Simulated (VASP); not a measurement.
# Na (P6_3/mmc) in VASP: further runs

Runs on Na. Level: BLYP. Tasks: single point.

All numbers are computed with VASP 6.6.1; they aren't measurements. Logs are shortened: lines on timing, memory, paths and dates and some standing lists are left out, and cuts for length are marked.

## 1. The cell of the first run

The structure is hexagonal, space group P6_3/mmc (No. 194). Conventional cell: a = 3.762 Å, b = 3.762 Å, c = 12.199 Å, α = 90.00°, β = 90.00°, γ = 120.00°. Within 4.9 Å of Na (site symmetry -3m) lie 12 Na at 3.74 to 3.76 Å. Within 4.9 Å of Na (site symmetry -6m2) lie 12 Na at 3.74 to 3.76 Å.

This isn't the form of Na at room conditions, which is bcc.

## 2. Single point, BLYP

File INCAR:

```
  PREC = Accurate
  ENCUT = 520
  EDIFF = 1E-7
  ISMEAR = -1
  SIGMA = 0.1
  LREAL = F
  LASPH = T
  NELM = 100
  ALGO = Normal
  ISIF = 2
  LWAVE = F
  LCHARG = T
  GGA = B5
  ALDAX = 1.0
  AGGAX = 1.0
  AGGAC = 1.0
  ALDAC = 0.0
  LELF = T
  LVHAR = T
  NBANDS = 22
```

File KPOINTS:

```
Automatic mesh
0
Gamma
  13 13 4
```

File POSCAR:

```
Na
1.0
    3.7622888978      0.0000000000      0.0000000000
   -1.8811444489      3.2582377619      0.0000000000
    0.0000000000      0.0000000000     12.1993593427
Na
4
Direct
    0.0000000000      1.0000000000      0.0000000000
    0.0000000000      1.0000000000      0.5000000000
    0.3333333333      0.6666666667      0.2500000000
    0.6666666667      0.3333333333      0.7500000000
```

Potentials or basis: VASP PAW PBE potentials, release 64 (Na_pv).

Run with:

```bash
$ cat potpaw_PBE.64/Na_pv/POTCAR > POTCAR
$ mpirun -np 1 vasp_std > vasp.out
```

OUTCAR:

```text
PREC = Accurate
   ENCUT = 520
   EDIFF = 1E-7
   ISMEAR = -1
   LREAL = F
   LASPH = T
   NELM = 100
   ISIF = 2
   GGA = B5

 ion  position               nearest neighbor table
   1  0.000  0.000  0.000-
   2  0.000  0.000  0.500-
   3  0.333  0.667  0.250-
   4  0.667  0.333  0.750-

  LATTYP: Found a hexagonal cell.
 ALAT       =     3.7622888978
 C/A-ratio  =     3.2425365712

  Lattice vectors:

 A1 = (   3.7622888978,   0.0000000000,   0.0000000000)
 A2 = (  -1.8811444489,   3.2582377619,   0.0000000000)
 A3 = (   0.0000000000,   0.0000000000,  12.1993593427)

Analysis of symmetry for initial positions (statically):
=====================================================================
 Subroutine PRICEL returns:
 Original cell was already a primitive cell.

 Routine SETGRP: Setting up the symmetry group for a
 hexagonal supercell.

 Subroutine GETGRP returns: Found 24 space group operations
 (whereof 12 operations were pure point group operations)
 out of a pool of 24 trial point group operations.

The static configuration has the point symmetry D_3d.
 The point group associated with its full space group is D_6h.

Analysis of symmetry for dynamics (positions and initial velocities):
=====================================================================
 Subroutine PRICEL returns:
 Original cell was already a primitive cell.

 Routine SETGRP: Setting up the symmetry group for a
 hexagonal supercell.

 Subroutine GETGRP returns: Found 24 space group operations
 (whereof 12 operations were pure point group operations)
 out of a pool of 24 trial point group operations.

The dynamic configuration has the point symmetry D_3d.
 The point group associated with its full space group is D_6h.

 Subroutine INISYM returns: Found 24 space group operations
 (whereof 12 operations are pure point group operations),
 and found     1 'primitive' translations

----------------------------------------------------------------------------------------

                                     Primitive cell

  volume of cell :     149.5450

  direct lattice vectors                    reciprocal lattice vectors
     3.762288898  0.000000000  0.000000000     0.265795644  0.153457187  0.000000000
    -1.881144449  3.258237762  0.000000000     0.000000000  0.306914373  0.000000000
     0.000000000  0.000000000 12.199359343     0.000000000  0.000000000  0.081971518

  length of vectors
     3.762288898  3.762288898 12.199359343     0.306914373  0.306914373  0.081971518

  position of ions in fractional coordinates (direct lattice)
     0.000000000  0.000000000  0.000000000
     0.000000000  0.000000000  0.500000000
     0.333333333  0.666666667  0.250000000
     0.666666667  0.333333333  0.750000000

  ion indices of the primitive-cell ions
   primitive index   ion index
                 1           1
                 2           2
                 3           3
                 4           4

----------------------------------------------------------------------------------------

 KPOINTS: Automatic mesh

Automatic generation of k-mesh.
 Grid dimensions read from file:
 generate k-points for:   13   13    4

 Generating k-lattice:

  Cartesian coordinates                     Fractional coordinates (reciprocal lattice)
     0.020445819  0.011804399  0.000000000     0.076923077  0.000000000  0.000000000
     0.000000000  0.023608798  0.000000000     0.000000000  0.076923077  0.000000000
     0.000000000  0.000000000  0.020492879     0.000000000  0.000000000  0.250000000

  Length of vectors
     0.023608798  0.023608798  0.020492879

  Shift w.r.t. Gamma in fractional coordinates (k-lattice)
     0.000000000  0.000000000  0.000000000

 Subroutine IBZKPT returns following result:
 ===========================================

 Found     63 irreducible k-points:

 Following reciprocal coordinates:
            Coordinates               Weight
  0.000000  0.000000  0.000000      1.000000
  0.076923  0.000000  0.000000      6.000000
  0.153846  0.000000  0.000000      6.000000
  0.230769 -0.000000  0.000000      6.000000
  0.307692  0.000000  0.000000      6.000000
  0.384615  0.000000  0.000000      6.000000
[... 16 lines left out ...]
  0.076923  0.000000  0.250000     12.000000
  0.153846  0.000000  0.250000     12.000000
 [... further k-points ...]
   k-points           NKPTS =     63   k-points in BZ     NKDIM =     63   number of bands    NBANDS=     22
   number of dos      NEDOS =    301   number of ions     NIONS =      4
   total plane-waves  NPLWV =  75264
   dimension x,y,z NGX =    28 NGY =   28 NGZ =   96
   dimension x,y,z NGXF=    56 NGYF=   56 NGZF=  192
   ions per type =               4
   NGX,Y,Z   is equivalent  to a cutoff of  12.37, 12.37, 13.08 a.u.
   NGXF,Y,Z  is equivalent  to a cutoff of  24.74, 24.74, 26.16 a.u.
 SYSTEM =  unknown system
   PREC   = accura    normal or accurate (medium, high low for compatibility)
   ISTART =      0    job   : 0-new  1-cont  2-samecut
   ICHARG =      2    charge: 1-file 2-atom 10-const
   ISPIN  =      1    spin polarized calculation?
   LNONCOLLINEAR =      F non collinear calculations
   LSORBIT =      F    spin-orbit coupling
   LASPH  =      T    aspherical Exc in radial PAW
   ENCUT  =  520.0 eV  38.22 Ry    6.18 a.u.   7.00  7.00 22.68*2*pi/ulx,y,z
   NELM   =    100;   NELMIN=  2; NELMDL= -5     # of ELM steps
   EDIFF  = 0.1E-06   stopping-criterion for ELM
   LREAL  =      F    real-space projection
   EDIFFG = 0.1E-05   stopping-criterion for IOM
   NSW    =      0    number of steps for IOM
   IBRION =     -1    ionic relax: 0-MD 1-quasi-New 2-CG
   NFREE  =      0    steps in history (QN), initial steepest desc. (CG)
   ISIF   =      2    stress and relaxation
   ISYM   =      2    0-nonsym 1-usesym 2-fastsym
   POTIM  = 0.5000    time-step for ionic-motion
   TEBEG  =    0.0;   TEEND  =   0.0 temperature during run
   PSTRESS=    0.0 pullay stress
   NELECT =      28.0000    total number of electrons
   NUPDOWN=      -1.0000    fix difference up-down
   EMIN   =  10.00;   EMAX   =-10.00  energy-range for DOS
   EFERMI =   0.00;   METHOD = LEGACY
   ISMEAR =    -1;   SIGMA  =   0.10  broadening in eV -4-tet -1-fermi 0-gaus
   EFERMI_NEDOS =   21; number of points for ismear=-14 and -15
   IALGO  =     38    algorithm
   IMIX   =      4    mixing-type and parameters
     AMIX     =   0.40;   BMIX     =  1.00
     AMIX_MAG =   1.60;   BMIX_MAG =  1.00
  volume/ion in A,a.u.               =      37.39       252.29
  Fermi-wavevector in a.u.,A,eV,Ry     =   0.936563  1.769847 11.934346  0.877150
  Thomas-Fermi vector in A             =   2.063585
   LORBIT       =      0    0 simple, 1 ext, 2 COOP (PROOUT), +10 PAW based schemes
   GGA     = B5    functional components
   LHFCALC =     F    Hartree Fock is set to
   AEXX    =    0.0000 exact exchange contribution
   IVDW    =     0    specifies the selected vdW correction
   LEPSILON=     F    determine dielectric tensor
   LRPA    =     F    only Hartree local field effects (RPA)
 non-spin polarized calculation
  energy-cutoff  :      520.00
  volume of cell :      149.55
 maximum number of plane-waves:      4051
 NGX is ok and might be reduce to    28
   NGX = 13   NGY = 13   NGZ = 45

 number of electron      27.9999987 magnetization

 Free energy of the ion-electron system (eV)
  ---------------------------------------------------
  ext. energy  EPLUGINS =         0.00000000
  ---------------------------------------------------
  free energy    TOTEN  =        -3.76917307 eV

  energy without entropy =       -3.70043114  energy(sigma->0) =       -3.73480210

 E-fermi :   0.7286     XC(G=0):  -6.1038

 val. band max:        0.6470714834   @ k =   0.0769   0.0000   0.2500
 cond. band min:       0.7361026882   @ k =   0.3846   0.1538   0.0000
 fundamental gap:      0.0890312048
 Fermi energy:         0.7286439487

 k-point     1 :       0.0000    0.0000    0.0000
  band No.  band energies     occupation
      1     -24.6068      2.00000
      2     -24.5904      2.00000
      3     -24.5893      2.00000
      4     -24.5779      2.00000
      5     -24.5779      2.00000
      6     -24.5757      2.00000
[... 14 lines left out ...]
     21      10.6414      0.00000
     22      10.7364      0.00000

 k-point     2 :       0.0769    0.0000    0.0000
  band No.  band energies     occupation
      1     -24.6061      2.00000
      2     -24.5906      2.00000
      3     -24.5895      2.00000
      4     -24.5793      2.00000
      5     -24.5784      2.00000
      6     -24.5767      2.00000
[... 14 lines left out ...]
     21       9.8418      0.00000
     22       9.8973      0.00000

 k-point     3 :       0.1538    0.0000    0.0000
  band No.  band energies     occupation
      1     -24.6043      2.00000
      2     -24.5914      2.00000
      3     -24.5906      2.00000
      4     -24.5830      2.00000
      5     -24.5796      2.00000
      6     -24.5795      2.00000
[... 14 lines left out ...]
     21       8.2001      0.00000
     22       8.2581      0.00000

 k-point     4 :       0.2308   -0.0000    0.0000
  band No.  band energies     occupation
      1     -24.6017      2.00000
      2     -24.5936      2.00000
      3     -24.5936      2.00000
      4     -24.5880      2.00000
      5     -24.5847      2.00000
      6     -24.5814      2.00000
[... 14 lines left out ...]
     21       7.0745      0.00000
     22       7.1604      0.00000

 k-point     5 :       0.3077    0.0000    0.0000
  band No.  band energies     occupation
      1     -24.5998      2.00000
      2     -24.5983      2.00000
      3     -24.5960      2.00000
      4     -24.5932      2.00000
      5     -24.5908      2.00000
      6     -24.5831      2.00000
[... 14 lines left out ...]
     21       7.4229      0.00000
     22       7.4730      0.00000

 k-point     6 :       0.3846    0.0000    0.0000
  band No.  band energies     occupation
      1     -24.6028      2.00000
      2     -24.6025      2.00000
      3     -24.5975      2.00000
      4     -24.5958      2.00000
      5     -24.5934      2.00000
      6     -24.5845      2.00000
[... 14 lines left out ...]
     21       6.3349      0.00000
     22       6.6792      0.00000

 k-point     7 :       0.4615   -0.0000    0.0000
  band No.  band energies     occupation
      1     -24.6054      2.00000
      2     -24.6047      2.00000
      3     -24.6000      2.00000
      4     -24.5986      2.00000
      5     -24.5900      2.00000
      6     -24.5863      2.00000
[... 324 lines left out ...]
      6     -24.5911      2.00000
[... 14 lines left out ...]
     21       4.6930      0.00000
     22       5.1356      0.00000

 k-point    21 :       0.3077    0.3077    0.0000
  band No.  band energies     occupation
      1     -24.6002      2.00000
      2     -24.5987      2.00000
      3     -24.5970      2.00000
      4     -24.5951      2.00000
      5     -24.5948      2.00000
      6     -24.5934      2.00000
[... 14 lines left out ...]
     21       3.8669      0.00000
     22       5.0924      0.00000

 k-point    22 :       0.0000    0.0000    0.2500
  band No.  band energies     occupation
      1     -24.6055      2.00000
      2     -24.5964      2.00000
      3     -24.5833      2.00000
      4     -24.5777      2.00000
      5     -24.5777      2.00000
      6     -24.5764      2.00000
[... 14 lines left out ...]
     21      10.6703      0.00000
     22      10.7043      0.00000

 k-point    23 :       0.0769    0.0000    0.2500
  band No.  band energies     occupation
      1     -24.6049      2.00000
      2     -24.5962      2.00000
      3     -24.5839      2.00000
      4     -24.5791      2.00000
      5     -24.5782      2.00000
      6     -24.5776      2.00000
[... 14 lines left out ...]
     21       9.5330      0.00000
     22       9.8980      0.00000

 k-point    24 :       0.1538    0.0000    0.2500
  band No.  band energies     occupation
      1     -24.6033      2.00000
      2     -24.5961      2.00000
      3     -24.5861      2.00000
      4     -24.5826      2.00000
      5     -24.5809      2.00000
      6     -24.5794      2.00000
[... 14 lines left out ...]
     21       8.0509      0.00000
     22       8.7065      0.00000

 [... further k-points ...]
[... 5 lines left out ...]
  --------------------------------------------------------------------------------------
  -------------------------------------------------------------------------------------
  Total       -0.0098843     -0.0098843      0.0317548      0.0000000     -0.0000000      0.0000000
  in kB       -0.1058972     -0.1058972      0.3402107      0.0000000     -0.0000000      0.0000000
  external PRESSURE =       0.0428055 kB  Pullay stress =       0.0000000 kB

 VOLUME and BASIS-vectors are now :
 -----------------------------------------------------------------------------
  energy-cutoff  :      520.00
  volume of cell :      149.55
      direct lattice vectors                 reciprocal lattice vectors
     3.762288898  0.000000000  0.000000000     0.265795644  0.153457187  0.000000000
    -1.881144449  3.258237762  0.000000000     0.000000000  0.306914373  0.000000000
     0.000000000  0.000000000 12.199359343     0.000000000  0.000000000  0.081971518

 POSITION                                       TOTAL-FORCE (eV/Angst)
 -----------------------------------------------------------------------------------
      0.00000      0.00000      0.00000         0.000000      0.000000     -0.000000
      0.00000      0.00000      6.09968         0.000000      0.000000     -0.000000
     -0.00000      2.17216      3.04984        -0.000000     -0.000000      0.000000
      1.88114      1.08608      9.14952         0.000000      0.000000     -0.000000
 -----------------------------------------------------------------------------------
    total drift:                                0.000000     -0.000000      0.000000

  FREE ENERGIE OF THE ION-ELECTRON SYSTEM (eV)
  ---------------------------------------------------
  free  energy   TOTEN  =        -3.7691730689 eV

  energy  without entropy=       -3.7004311406  energy(sigma->0) =       -3.73480210
```

It took 3.2 min on 1 thread of Oxide Virtual Turin-like, shared host; peak memory 0.3 GiB.

What came out:

```
Free energy            : -3.7692 eV
Pressure               : 0.0 GPa
Band gap on the k mesh : zero (bands 14 and 15 overlap by 3.86 eV)
```

Levels at points of the mesh, in eV from the Fermi level:
```tsv
k point	band 12	band 13	band 14	band 15	band 16	band 17
(0.00, 0.00, 0.00)	-25.30	-3.28	-2.24	-2.24	0.64	0.90
(0.00, 0.00, 0.50)	-25.30	-3.02	-3.02	-0.97	-0.97	2.96
```

Caveat: the PAW data sets were made with another functional, which shifts forces and pressure a little.

## 3. Single point, BLYP (38.88 Å³/atom)

This run uses another cell than the first one, of 38.88 Å³/atom.

File INCAR:

```
SYSTEM = Na
AGGAC = 1.0
AGGAX = 1.0
ALDAC = 0.0
ALDAX = 1.0
ALGO = Normal
EDIFF = 1E-7
ENCUT = 520
GGA = B5
ISIF = 2
ISMEAR = -1
LASPH = .True.
LCHARG = .False.
LREAL = .False.
LWAVE = .False.
NBANDS = 22
NELM = 100
PREC = Accurate
SIGMA = 0.1
```

File KPOINTS:

```
k-points
0
Gamma
  13 13 4
  0 0 0
```

File POSCAR:

```
Na
1.0
    3.8117983767      0.0000000000      0.0000000000
   -1.9058991884      3.3011142283      0.0000000000
    0.0000000000      0.0000000000     12.3598956386
Na
4
Direct
    0.0000000000      1.0000000000      0.0000000000
    0.0000000000      1.0000000000      0.5000000000
    0.3333333333      0.6666666667      0.2500000000
    0.6666666667      0.3333333333      0.7500000000
```

Potentials or basis: VASP PAW PBE potentials, release 64 (Na_pv).

Run with:

```bash
$ cat potpaw_PBE.64/Na_pv/POTCAR > POTCAR
$ mpirun -np 1 vasp_std > vasp.out
```

Wall time 3.1 min (1 thread of Oxide Virtual Turin-like, shared host); peak memory 0.3 GiB.

It converged, with:

| Item | Value |
| --- | --- |
| Free energy | -3.7650 eV |
| Pressure | -0.3 GPa |
| Band gap on the k mesh | zero (bands 14 and 15 overlap by 3.79 eV) |

Levels at points of the mesh, in eV from the Fermi level:
```csv
k point,band 11,band 12,band 13,band 14,band 15,band 16,band 17,band 18
"(0.00, 0.00, 0.00)",-25.33,-25.33,-3.20,-2.19,-2.19,0.64,0.86,5.42
"(0.00, 0.00, 0.50)",-25.33,-25.33,-2.94,-2.94,-0.95,-0.95,2.89,2.89
```

Caveat: the PAW data sets were made with another functional, which shifts forces and pressure a little.

The gap in the log of VASP goes by the Fermi energy; the results here count the filled bands.